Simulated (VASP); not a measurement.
# HfH2 (I4/mmm) in VASP: vibrations by perturbation theory with LDA

Aim: the vibrations by perturbation theory of HfH2 with LDA.

Everything below comes from runs of VASP 6.6.1. Logs are shortened: lines on timing, memory, paths and dates and some standing lists are left out, and cuts for length are marked.

## 1. The cell of the first run

It takes space group I4/mmm (No. 139, tetragonal). Conventional cell: a = 3.446 Å, b = 3.446 Å, c = 4.276 Å, α = 90.00°, β = 90.00°, γ = 90.00°. Hf (site symmetry 4/mmm) has 8 H at 2.03 Å within 2.7 Å. Within 2.7 Å of H (site symmetry -4m2) lie 4 Hf at 2.03 Å and 6 H at 2.14 to 2.44 Å.

## 2. Vibrations by perturbation theory, LDA (8.47 Å³/atom)

Input file INCAR:

```
PREC = Accurate ; ENCUT = 520
EDIFF = 1E-8 ; ISMEAR = -1
SIGMA = 0.15 ; LREAL = False
LASPH = True ; NELM = 100
ALGO = Normal ; ISIF = 2
LWAVE = False ; LCHARG = False
GGA = CA ; NBANDS = 13
IBRION = 8 ; NSW = 1
```

Input file KPOINTS:

```
regular mesh
0
Gamma
  18 18 18
```

Input file POSCAR:

```
HfH2
1.0
   -1.7232368380      1.7232368380      2.1380360806
    1.7232368380     -1.7232368380      2.1380360806
    1.7232368380      1.7232368380     -2.1380360806
Hf H
1 2
Direct
    0.0000000000      0.0000000000      0.0000000000
    0.7500000000      0.2500000000      0.5000000000
    0.2500000000      0.7500000000      0.5000000000
```

Potentials or basis: VASP PAW LDA potentials, release 64 (Hf_pv, H).

Launch:

```sh
> cat potpaw_LDA.64/Hf_pv/POTCAR potpaw_LDA.64/H/POTCAR > POTCAR
> mpirun -np 1 vasp_std > vasp.out
```

OUTCAR:

```text
PREC = Accurate
   ENCUT = 520
   EDIFF = 1E-8
   ISMEAR = -1
   LREAL = False
   LASPH = True
   NELM = 100
   ISIF = 2
   GGA = CA
   IBRION = 8
   NSW = 1

 ion  position               nearest neighbor table
   1  0.000  0.000  0.000-   2 2.03   3 2.03   2 2.03   3 2.03   2 2.03   3 2.03   2 2.03   3 2.03

   2  0.750  0.250  0.500-   1 2.03   1 2.03   1 2.03   1 2.03
   3  0.250  0.750  0.500-   1 2.03   1 2.03   1 2.03   1 2.03

  LATTYP: Found a body centered tetragonal cell.
 ALAT       =     3.4464736760
 C/A-ratio  =     1.2407093636

  Lattice vectors:

 A1 = (  -1.7232368380,   1.7232368380,   2.1380360806)
 A2 = (   1.7232368380,  -1.7232368380,   2.1380360806)
 A3 = (   1.7232368380,   1.7232368380,  -2.1380360806)

Analysis of symmetry for initial positions (statically):
=====================================================================
 Subroutine PRICEL returns:
 Original cell was already a primitive cell.

 Routine SETGRP: Setting up the symmetry group for a
 body centered tetragonal supercell.

 Subroutine GETGRP returns: Found 16 space group operations
 (whereof 16 operations were pure point group operations)
 out of a pool of 16 trial point group operations.

The static configuration has the point symmetry D_4h.

Analysis of symmetry for dynamics (positions and initial velocities):
=====================================================================
 Subroutine PRICEL returns:
 Original cell was already a primitive cell.

 Routine SETGRP: Setting up the symmetry group for a
 body centered tetragonal supercell.

 Subroutine GETGRP returns: Found 16 space group operations
 (whereof 16 operations were pure point group operations)
 out of a pool of 16 trial point group operations.

The dynamic configuration has the point symmetry D_4h.

 Subroutine INISYM returns: Found 16 space group operations
 (whereof 16 operations are pure point group operations),
 and found     1 'primitive' translations

----------------------------------------------------------------------------------------

                                     Primitive cell

  volume of cell :      25.3960

  direct lattice vectors                    reciprocal lattice vectors
    -1.723236838  1.723236838  2.138036081     0.000000000  0.290151643  0.233859477
     1.723236838 -1.723236838  2.138036081     0.290151643  0.000000000  0.233859477
     1.723236838  1.723236838 -2.138036081     0.290151643  0.290151643  0.000000000

  length of vectors
     3.241957539  3.241957539  3.241957539     0.372663697  0.372663697  0.410336389

  position of ions in fractional coordinates (direct lattice)
     0.000000000  0.000000000  0.000000000
     0.750000000  0.250000000  0.500000000
     0.250000000  0.750000000  0.500000000

  ion indices of the primitive-cell ions
   primitive index   ion index
                 1           1
                 2           2
                 3           3

----------------------------------------------------------------------------------------

 KPOINTS: regular mesh

Automatic generation of k-mesh.
 Grid dimensions read from file:
 generate k-points for:   18   18   18

 Generating k-lattice:

  Cartesian coordinates                     Fractional coordinates (reciprocal lattice)
     0.000000000  0.016119536  0.012992193     0.055555556 -0.000000000  0.000000000
     0.016119536  0.000000000  0.012992193    -0.000000000  0.055555556  0.000000000
     0.016119536  0.016119536  0.000000000     0.000000000  0.000000000  0.055555556

  Length of vectors
[... 105 lines left out ...]

 val. band max:        5.4618629323   @ k =  -0.1111  -0.4444   0.1111
 cond. band min:       5.4838495406   @ k =  -0.1111   0.2222   0.1111
 fundamental gap:      0.0219866083
 Fermi energy:         5.4647913640

 k-point     1 :       0.0000    0.0000    0.0000
  band No.  band energies     occupation
      1     -25.1936      2.00000
      2     -25.1936      2.00000
      3     -25.1336      2.00000
      4      -5.8947      2.00000
      5       4.3663      1.99868
      6       4.9546      1.93548
      7       4.9546      1.93548
      8       5.8230      0.16821
      9       7.2982      0.00001
     10       8.7574      0.00000
     11      17.1562      0.00000
     12      17.4061      0.00000
     13      17.4989      0.00000
[... 354 lines left out ...]
  band No.  band energies     occupation
      1     -25.4229      2.00000
      2     -25.2416      2.00000
      3     -25.1752      2.00000
      4      -4.7493      2.00000
      5       1.2600      2.00000
      6       5.2320      1.65030
      7       6.0677      0.03529
      8       7.1254      0.00003
      9       8.2887      0.00000
     10       9.7047      0.00000
     11      14.6749      0.00000
     12      17.1492      0.00000
     13      18.1204      0.00000

 [... further k-points ...]

------------------------ aborting loop because EDIFF is reached ----------------------------------------

  FORCE on cell =-STRESS in cart. coord.  units (eV):
  Direction    XX          YY          ZZ          XY          YZ          ZX
  --------------------------------------------------------------------------------------
  -------------------------------------------------------------------------------------
  Total       -0.4912629     -0.4912629     -0.4925576      0.0000000      0.0000000      0.0000000
  in kB      -30.9927096    -30.9927096    -31.0743930      0.0000000      0.0000000      0.0000000
  external PRESSURE =     -31.0199374 kB  Pullay stress =       0.0000000 kB

 VOLUME and BASIS-vectors are now :
 -----------------------------------------------------------------------------
  energy-cutoff  :      520.00
  volume of cell :       25.40
      direct lattice vectors                 reciprocal lattice vectors
    -1.723236838  1.723236838  2.138036081     0.000000000  0.290151643  0.233859477
     1.723236838 -1.723236838  2.138036081     0.290151643  0.000000000  0.233859477
     1.723236838  1.723236838 -2.138036081     0.290151643  0.290151643  0.000000000

 POSITION                                       TOTAL-FORCE (eV/Angst)
 -----------------------------------------------------------------------------------
      0.00000      0.00000      0.00000        -0.000000      0.000000      0.000000
      0.00000      1.72324      1.06902        -0.000000     -0.000000      0.000000
      1.72324      0.00000      1.06902         0.000000      0.000000     -0.000000
 -----------------------------------------------------------------------------------
    total drift:                                0.000000      0.000000      0.000000

  FREE ENERGIE OF THE ION-ELECTRON SYSTEM (eV)
  ---------------------------------------------------
  free  energy   TOTEN  =       -19.5137279708 eV

  energy  without entropy=      -19.4676078983  energy(sigma->0) =      -19.49066793

[... ionic steps 2 to 3 ...]

--------------------------------------- Ionic step        4  -------------------------------------------

------------------------ aborting loop because EDIFF is reached ----------------------------------------
[... 11 lines left out ...]
[... ionic steps 8 to 8 ...]

--------------------------------------- Ionic step        9  -------------------------------------------

 Free energy of the ion-electron system (eV)
  ---------------------------------------------------
  ---------------------------------------------------
  free energy    TOTEN  =        -0.01702298 eV

  energy without entropy =       -0.01702298

------------------------ aborting loop because EDIFF is reached ----------------------------------------

 INTERNAL STRAIN TENSOR  FOR ION    2  DIRECTION 3   (eV/Angst):
 -----------------------------------------------------------------------------
     4.38281  0.00000  0.00000
     0.00000 -4.38207  0.00000
     0.00000  0.00000  0.00045

 INTERNAL STRAIN TENSOR FOR ION    3 for displacements in x,y,z  (eV/Angst):
          X           Y           Z          XY          YZ          ZX
  --------------------------------------------------------------------------------
  x     0.00000     0.00000     0.00000     0.00000     0.00000    -4.56909
  y     0.00000     0.00000     0.00000     0.00000     4.56850     0.00000
  z    -4.38244     4.38244     0.00000     0.00000     0.00000     0.00000

 SECOND DERIVATIVES (NOT SYMMETRIZED)
 ------------------------------------
               1X          1Y          1Z          2X          2Y          2Z          3X          3Y          3Z
  1X    -8.608703    0.000000    0.000000    4.304351    0.000000    0.000000    4.304351    0.000000    0.000000
  1Y     0.000000   -8.608703    0.000000    0.000000    4.304351    0.000000    0.000000    4.304351    0.000000
  1Z     0.000000    0.000000   -9.606414    0.000000    0.000000    4.803207    0.000000    0.000000    4.803207
  2X     4.309854    0.000000    0.000000   -5.089364    0.000000    0.000000    0.779510    0.000000    0.000000
  2Y     0.000000    4.309854   -0.000000    0.000000   -5.089364    0.000000    0.000000    0.779510    0.000000
  2Z     0.000000    0.000000    4.807915    0.000000    0.000000   -5.851708   -0.000000    0.000000    1.043793
  3X     4.309854    0.000000    0.000000    0.779510    0.000000    0.000000   -5.089364    0.000000    0.000000
  3Y     0.000000    4.309854   -0.000000    0.000000    0.779510    0.000000    0.000000   -5.089364    0.000000
  3Z     0.000000    0.000000    4.807915   -0.000000    0.000000    1.043793    0.000000    0.000000   -5.851708

 Eigenvectors and eigenvalues of the dynamical matrix
 ----------------------------------------------------

   1 f  =   41.051934 THz   257.936908 2PiTHz 1369.345120 cm-1   169.777081 meV
             X         Y         Z           dx          dy          dz
      0.000000  0.000000  0.000000    -0.000000    0.000000    0.000000
      0.000000  1.723237  1.069018    -0.000000    0.000000   -0.707107
      1.723237  0.000000  1.069018     0.000000   -0.000000    0.707107
[... 43 lines left out ...]
   9 f/i=    0.002181 THz     0.013704 2PiTHz    0.072754 cm-1     0.009020 meV
             X         Y         Z           dx          dy          dz
      0.000000  0.000000  0.000000    -0.783552   -0.612356    0.000000
      0.000000  1.723237  1.069018    -0.058612   -0.045806    0.000000
      1.723237  0.000000  1.069018    -0.058612   -0.045806    0.000000

--------------------------------------------------------------------------------------------------------

 ELASTIC MODULI CONTR FROM IONIC RELAXATION (kBar)
 Direction    XX          YY          ZZ          XY          YZ          ZX
 --------------------------------------------------------------------------------
 XX        -351.4326    351.4326      0.0000      0.0000     -0.0000     -0.0000
 YY         351.4326   -351.4326      0.0000      0.0000      0.0000      0.0000
 ZZ           0.0000      0.0000      0.0000      0.0000      0.0000      0.0000
 XY           0.0000      0.0000      0.0000      0.0000      0.0000      0.0000
 YZ          -0.0000      0.0000      0.0000      0.0000   -448.7117     -0.0000
 ZX          -0.0000      0.0000      0.0000      0.0000     -0.0000   -448.8274
 --------------------------------------------------------------------------------
```

Wall time 14 min (1 thread of Intel Xeon 8259CL, shared host); peak memory 1.1 GiB.

What came out:

```yaml
Highest_phonon_frequency_at_Γ: 1369 cm⁻¹
```

Phonon frequencies in cm⁻¹ (negative: imaginary):
| q point | frequencies |
| --- | --- |
| (0.000, 0.000, 0.000) | 0 0 0 1089 1089 1150 1263 1263 1369 |

Caveat: the cell stands under pressure or tension, which shifts response properties; spin-orbit coupling is left out, which moves the levels of the heavy elements.
